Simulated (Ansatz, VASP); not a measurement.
Zr in VASP and in Ansatz

```xyz
2
Lattice="3.4119 0.0000 0.0000 -1.7060 2.9548 0.0000 0.0000 0.0000 4.6185" Properties=species:S:1:pos:R:3 pbc="T T T"
Zr    0.0000    1.9699    1.1546
Zr    1.7060    0.9849    3.4639
```

Alike in both runs: task single point; functional PBEsol; k mesh 18 × 18 × 10; occupations gaussian, width 0.15 eV; no spin polarisation.

|  | VASP | Ansatz |
| --- | --- | --- |
| version | VASP 6.6.1 | Ansatz 0.2.0 |
| potentials or method | VASP PAW PBE potentials, release 64 (Zr_sv), cutoff 520 eV | scalar-relativistic, plane waves, PAW |
| valence electrons in the cell | 24 | 24 |

```tsv
	VASP	Ansatz	Ansatz less VASP
gap on the k mesh at the Fermi level (eV)	none	none	-
pressure (GPa)	-2.1	-2.2	-0.05
traceless stress, the component that is largest in VASP (GPa)	7.84	7.82	-0.023
```

VASP's potentials were made for PBE, not for PBEsol. A gap of «none» marks a metal or a gap that the smearing closes. With one functional, cell and mesh, what is left measures potentials, basis and numerics.
